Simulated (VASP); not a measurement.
# Be4Si (P4/nmm) in VASP: single point with r2SCAN

Aim: the single point of Be4Si with r2SCAN.

Everything below comes from runs of VASP 6.6.1. Logs are shortened: lines on timing, memory, paths and dates and some standing lists are left out, and cuts for length are marked.

### Step 1. The cell of the first run

The structure is tetragonal, space group P4/nmm (No. 129). The conventional cell has a = 3.656 Å, b = 3.656 Å, c = 7.651 Å, α = 90.00°, β = 90.00°, γ = 90.00°. Be (site symmetry -4m2) has 4 Si at 2.24 Å and 6 Be at 2.33 to 2.59 Å within 3.0 Å. Be (site symmetry 4mm) has 12 Be at 2.28 to 2.60 Å and 1 Si at 2.39 Å within 3.0 Å. Within 2.8 Å of Be (site symmetry 2mm) lie 2 Si at 2.10 Å and 9 Be at 2.28 to 2.59 Å. Si (site symmetry 4mm) has 9 Be at 2.10 to 2.39 Å within 2.8 Å.

### Step 2. Single point, r2SCAN

Contents of POSCAR:

```
Be4Si
1.0
    3.6564050000      0.0000000000      0.0000000000
    0.0000000000      3.6564050000      0.0000000000
    0.0000000000      0.0000000000      7.6514270000
Be Si
8 2
Direct
    0.0000000000      0.0000000000      0.0000000000
    0.5000000000      0.5000000000      0.0000000000
    0.0000000000      0.5000000000      0.4810000000
    0.5000000000      0.0000000000      0.5190000000
    0.0000000000      0.0000000000      0.3040000000
    0.5000000000      0.5000000000      0.3040000000
    0.5000000000      0.5000000000      0.6960000000
    0.0000000000      0.0000000000      0.6960000000
    0.0000000000      0.5000000000      0.1690000000
    0.5000000000      0.0000000000      0.8310000000
```

Contents of INCAR.step1:

```
SYSTEM = Be4Si
  PREC = Accurate
  ENCUT = 660
  ISMEAR = -1
  SIGMA = 0.1
  LREAL = .FALSE.
  LASPH = .TRUE.
  NELM = 120
  NBANDS = 23
  GGA = PE
  ALGO = Normal
  EDIFF = 1E-5
  LWAVE = .TRUE.
  LCHARG = .FALSE.
  GGA_COMPAT = .FALSE.
```

Contents of INCAR.step2:

```
SYSTEM = Be4Si
  PREC = Accurate
  ENCUT = 660
  EDIFF = 1E-6
  ISMEAR = -1
  SIGMA = 0.1
  LREAL = .FALSE.
  LASPH = .TRUE.
  NELM = 120
  ALGO = Normal
  ISIF = 2
  LWAVE = .FALSE.
  LCHARG = .TRUE.
  METAGGA = R2SCAN
  LMIXTAU = .TRUE.
  LELF = .TRUE.
  LVHAR = .TRUE.
  NBANDS = 23
  ISTART = 1
  GGA_COMPAT = .FALSE.
```

Contents of KPOINTS:

```
Automatic mesh
0
G
  9 9 5
  0 0 0
```

Potentials or basis: VASP PAW PBE potentials, release 64 (Be, Si).

Started as:

```sh
> cat potpaw_PBE.64/Be/POTCAR potpaw_PBE.64/Si/POTCAR > POTCAR
> cp INCAR.step1 INCAR
> mpirun -np 1 vasp_std > vasp.out
> cp INCAR.step2 INCAR
> mpirun -np 1 vasp_std > vasp.out
```

OUTCAR:

```text
SYSTEM = Be4Si
   PREC = Accurate
   ENCUT = 660
   EDIFF = 1E-6
   ISMEAR = -1
   LREAL = .FALSE.
   LASPH = .TRUE.
   NELM = 120
   ISIF = 2
   METAGGA = R2SCAN
   ISTART = 1

 ion  position               nearest neighbor table
   1  0.000  0.000  0.000-   9 2.24  10 2.24   9 2.24  10 2.24   5 2.33   8 2.33
   2  0.500  0.500  0.000-   9 2.24  10 2.24  10 2.24   9 2.24   6 2.33   7 2.33
   3  0.000  0.500  0.481-   5 2.28   6 2.28   5 2.28   6 2.28   9 2.39
   4  0.500  0.000  0.519-   7 2.28   8 2.28   7 2.28   8 2.28  10 2.39
   5  0.000  0.000  0.304-   9 2.10   9 2.10   3 2.28   3 2.28   1 2.33
   6  0.500  0.500  0.304-   9 2.10   9 2.10   3 2.28   3 2.28   2 2.33
   7  0.500  0.500  0.696-  10 2.10  10 2.10   4 2.28   4 2.28   2 2.33
   8  0.000  0.000  0.696-  10 2.10  10 2.10   4 2.28   4 2.28   1 2.33
   9  0.000  0.500  0.169-   5 2.10   6 2.10   5 2.10   6 2.10   1 2.24   1 2.24   2 2.24   2 2.24
                             3 2.39
  10  0.500  0.000  0.831-   7 2.10   8 2.10   7 2.10   8 2.10   2 2.24   1 2.24   1 2.24   2 2.24
                             4 2.39

  LATTYP: Found a simple tetragonal cell.
 ALAT       =     3.6564050000
 C/A-ratio  =     2.0926092706

  Lattice vectors:

 A1 = (   3.6564050000,   0.0000000000,   0.0000000000)
 A2 = (   0.0000000000,   3.6564050000,   0.0000000000)
 A3 = (   0.0000000000,   0.0000000000,   7.6514270000)

Analysis of symmetry for initial positions (statically):
=====================================================================
 Subroutine PRICEL returns:
 Original cell was already a primitive cell.

 Routine SETGRP: Setting up the symmetry group for a
 simple tetragonal supercell.

 Subroutine GETGRP returns: Found 16 space group operations
 (whereof  8 operations were pure point group operations)
 out of a pool of 16 trial point group operations.

The static configuration has the point symmetry D_2d.
 The point group associated with its full space group is D_4h.

Analysis of symmetry for dynamics (positions and initial velocities):
=====================================================================
 Subroutine PRICEL returns:
 Original cell was already a primitive cell.

 Routine SETGRP: Setting up the symmetry group for a
 simple tetragonal supercell.

 Subroutine GETGRP returns: Found 16 space group operations
 (whereof  8 operations were pure point group operations)
 out of a pool of 16 trial point group operations.

The dynamic configuration has the point symmetry D_2d.
 The point group associated with its full space group is D_4h.

 Subroutine INISYM returns: Found 16 space group operations
 (whereof  8 operations are pure point group operations),
 and found     1 'primitive' translations

----------------------------------------------------------------------------------------

                                     Primitive cell

  volume of cell :     102.2942

  direct lattice vectors                    reciprocal lattice vectors
     3.656405000  0.000000000  0.000000000     0.273492679  0.000000000  0.000000000
     0.000000000  3.656405000  0.000000000     0.000000000  0.273492679  0.000000000
     0.000000000  0.000000000  7.651427000     0.000000000  0.000000000  0.130694575

  length of vectors
     3.656405000  3.656405000  7.651427000     0.273492679  0.273492679  0.130694575

  position of ions in fractional coordinates (direct lattice)
     0.000000000  0.000000000  0.000000000
     0.500000000  0.500000000  0.000000000
     0.000000000  0.500000000  0.481000000
     0.500000000  0.000000000  0.519000000
     0.000000000  0.000000000  0.304000000
     0.500000000  0.500000000  0.304000000
     0.500000000  0.500000000  0.696000000
     0.000000000  0.000000000  0.696000000
     0.000000000  0.500000000  0.169000000
     0.500000000  0.000000000  0.831000000

  ion indices of the primitive-cell ions
   primitive index   ion index
                 1           1
                 2           2
                 3           3
                 4           4
                 5           5
                 6           6
                 7           7
                 8           8
                 9           9
                10          10

----------------------------------------------------------------------------------------

 KPOINTS: Automatic mesh

Automatic generation of k-mesh.
 Grid dimensions read from file:
 generate k-points for:    9    9    5

 Generating k-lattice:

  Cartesian coordinates                     Fractional coordinates (reciprocal lattice)
     0.030388075  0.000000000  0.000000000     0.111111111  0.000000000  0.000000000
     0.000000000  0.030388075  0.000000000     0.000000000  0.111111111  0.000000000
     0.000000000  0.000000000  0.026138915     0.000000000  0.000000000  0.200000000

  Length of vectors
     0.030388075  0.030388075  0.026138915

  Shift w.r.t. Gamma in fractional coordinates (k-lattice)
     0.000000000  0.000000000  0.000000000

 Subroutine IBZKPT returns following result:
 ===========================================

 Found     45 irreducible k-points:

 Following reciprocal coordinates:
            Coordinates               Weight
  0.000000  0.000000  0.000000      1.000000
  0.111111  0.000000  0.000000      4.000000
  0.222222  0.000000  0.000000      4.000000
  0.333333  0.000000  0.000000      4.000000
  0.444444  0.000000  0.000000      4.000000
  0.111111  0.111111  0.000000      4.000000
[... 16 lines left out ...]
  0.333333  0.111111  0.200000     16.000000
  0.444444  0.111111  0.200000     16.000000
 [... further k-points ...]
   k-points           NKPTS =     45   k-points in BZ     NKDIM =     45   number of bands    NBANDS=     23
   number of dos      NEDOS =    301   number of ions     NIONS =     10
   total plane-waves  NPLWV =  65536
   dimension x,y,z NGX =    32 NGY =   32 NGZ =   64
   dimension x,y,z NGXF=    64 NGYF=   64 NGZF=  128
   ions per type =               8   2
   NGX,Y,Z   is equivalent  to a cutoff of  14.55, 14.55, 13.91 a.u.
   NGXF,Y,Z  is equivalent  to a cutoff of  29.10, 29.10, 27.81 a.u.
 SYSTEM =  Be4Si
   PREC   = accura    normal or accurate (medium, high low for compatibility)
   ISTART =      1    job   : 0-new  1-cont  2-samecut
   ICHARG =      0    charge: 1-file 2-atom 10-const
   ISPIN  =      1    spin polarized calculation?
   LNONCOLLINEAR =      F non collinear calculations
   LSORBIT =      F    spin-orbit coupling
   LASPH  =      T    aspherical Exc in radial PAW
   ENCUT  =  660.0 eV  48.51 Ry    6.96 a.u.   7.66  7.66 16.03*2*pi/ulx,y,z
   NELM   =    120;   NELMIN=  2; NELMDL=  0     # of ELM steps
   EDIFF  = 0.1E-05   stopping-criterion for ELM
   LREAL  =      F    real-space projection
   EDIFFG = 0.1E-04   stopping-criterion for IOM
   NSW    =      0    number of steps for IOM
   IBRION =     -1    ionic relax: 0-MD 1-quasi-New 2-CG
   NFREE  =      0    steps in history (QN), initial steepest desc. (CG)
   ISIF   =      2    stress and relaxation
   ISYM   =      2    0-nonsym 1-usesym 2-fastsym
   POTIM  = 0.5000    time-step for ionic-motion
   TEBEG  =    0.0;   TEEND  =   0.0 temperature during run
   PSTRESS=    0.0 pullay stress
   NELECT =      24.0000    total number of electrons
   NUPDOWN=      -1.0000    fix difference up-down
   EMIN   =  10.00;   EMAX   =-10.00  energy-range for DOS
   EFERMI =   0.00;   METHOD = LEGACY
   ISMEAR =    -1;   SIGMA  =   0.10  broadening in eV -4-tet -1-fermi 0-gaus
   EFERMI_NEDOS =   21; number of points for ismear=-14 and -15
   IALGO  =     38    algorithm
   IMIX   =      4    mixing-type and parameters
     AMIX     =   0.40;   BMIX     =  1.00
     AMIX_MAG =   1.60;   BMIX_MAG =  1.00
  volume/ion in A,a.u.               =      10.23        69.03
  Fermi-wavevector in a.u.,A,eV,Ry     =   1.009706  1.908068 13.871222  1.019506
  Thomas-Fermi vector in A             =   2.142651
   LORBIT       =      0    0 simple, 1 ext, 2 COOP (PROOUT), +10 PAW based schemes
   METAGGA = R2SCAN    functional components
   LHFCALC =     F    Hartree Fock is set to
   AEXX    =    0.0000 exact exchange contribution
   IVDW    =     0    specifies the selected vdW correction
   LEPSILON=     F    determine dielectric tensor
   LRPA    =     F    only Hartree local field effects (RPA)
 non-spin polarized calculation
  energy-cutoff  :      660.00
  volume of cell :      102.29
 maximum number of plane-waves:      3962
 NGX is ok and might be reduce to    32
   NGX = 15   NGY = 15   NGZ = 33

 number of electron      23.9999999 magnetization

 Free energy of the ion-electron system (eV)
  ---------------------------------------------------
  ext. energy  EPLUGINS =         0.00000000
  ---------------------------------------------------
  free energy    TOTEN  =       -47.90479314 eV

  energy without entropy =      -47.80598120  energy(sigma->0) =      -47.85538717

 E-fermi :   7.4791     XC(G=0): -10.8582

 val. band max:        7.4715718065   @ k =   0.3333   0.0000   0.2000
 cond. band min:       7.4802940564   @ k =   0.0000   0.0000   0.0000
 fundamental gap:      0.0087222498
 Fermi energy:         7.4791381091

 k-point     1 :       0.0000    0.0000    0.0000
  band No.  band energies     occupation
      1      -6.1570      2.00000
      2      -4.5884      2.00000
      3      -2.5865      2.00000
      4       2.3380      2.00000
      5       2.4052      2.00000
      6       2.4052      2.00000
[... 15 lines left out ...]
     22      13.8135      0.00000
     23      13.8135      0.00000

 k-point     2 :       0.1111    0.0000    0.0000
  band No.  band energies     occupation
      1      -6.0473      2.00000
      2      -4.5014      2.00000
      3      -2.4723      2.00000
      4       1.6863      2.00000
      5       2.3893      2.00000
      6       2.5241      2.00000
[... 564 lines left out ...]
 k-point    24 :       0.4444    0.1111    0.2000
  band No.  band energies     occupation
      1      -4.4506      2.00000
      2      -4.0017      2.00000
      3      -1.3351      2.00000
      4      -0.8665      2.00000
      5      -0.0327      2.00000
      6       0.8704      2.00000
[... 15 lines left out ...]
     22      13.4092      0.00000
     23      13.9518      0.00000

 [... further k-points ...]

------------------------ aborting loop because EDIFF is reached ----------------------------------------

  FORCE on cell =-STRESS in cart. coord.  units (eV):
  Direction    XX          YY          ZZ          XY          YZ          ZX
  --------------------------------------------------------------------------------------
  -------------------------------------------------------------------------------------
  Total        4.7925964      4.7925964      2.7168890      0.0000000      0.0000000      0.0000000
  in kB       75.0637764     75.0637764     42.5531235      0.0000000      0.0000000      0.0000000
  external PRESSURE =      64.2268921 kB  Pullay stress =       0.0000000 kB

 VOLUME and BASIS-vectors are now :
 -----------------------------------------------------------------------------
  energy-cutoff  :      660.00
  volume of cell :      102.29
      direct lattice vectors                 reciprocal lattice vectors
     3.656405000  0.000000000  0.000000000     0.273492679  0.000000000  0.000000000
     0.000000000  3.656405000  0.000000000     0.000000000  0.273492679  0.000000000
     0.000000000  0.000000000  7.651427000     0.000000000  0.000000000  0.130694575

 POSITION                                       TOTAL-FORCE (eV/Angst)
 -----------------------------------------------------------------------------------
      0.00000      0.00000      0.00000        -0.000000      0.000000      0.000000
      1.82820      1.82820      0.00000         0.000000      0.000000      0.000000
      0.00000      1.82820      3.68034        -0.000000      0.000000      0.635449
      1.82820      0.00000      3.97109        -0.000000     -0.000000     -0.635449
      0.00000      0.00000      2.32603        -0.000000      0.000000      1.888829
      1.82820      1.82820      2.32603        -0.000000      0.000000      1.888829
      1.82820      1.82820      5.32539        -0.000000     -0.000000     -1.888829
      0.00000      0.00000      5.32539        -0.000000     -0.000000     -1.888829
      0.00000      1.82820      1.29309         0.000000     -0.000000     -1.828719
      1.82820      0.00000      6.35834        -0.000000     -0.000000      1.828719
 -----------------------------------------------------------------------------------
    total drift:                               -0.000000     -0.000000      0.000000

  FREE ENERGIE OF THE ION-ELECTRON SYSTEM (eV)
  ---------------------------------------------------
  free  energy   TOTEN  =       -47.9047931380 eV

  energy  without entropy=      -47.8059812021  energy(sigma->0) =      -47.85538717
```

It took 3.1 min on 1 thread of Intel Xeon 6975P-C (Granite Rapids), shared host; peak memory 0.33 GiB.

What came out:

```yaml
Free_energy: -47.9048 eV
Pressure: 6.4 GPa
Largest_force: 1.889 eV/Å
Band_gap_on_the_k_mesh: zero (bands 12 and 13 overlap by 0.90 eV)
```

Forces on the atoms (eV/Å):
```
Be   0.000  0.000  0.000
Be   0.000  0.000  0.000
Be   0.000  0.000  0.635
Be   0.000  0.000 -0.635
Be   0.000  0.000  1.889
Be   0.000  0.000  1.889
Be   0.000  0.000 -1.889
Be   0.000  0.000 -1.889
Si   0.000  0.000 -1.829
Si   0.000  0.000  1.829
```

Stress tensor (GPa, compression positive):
```
7.51 0.00 0.00
0.00 7.51 0.00
0.00 0.00 4.26
```

Caveat: the cell stands under pressure; the PAW data sets were made with another functional, which shifts forces and pressure a little.
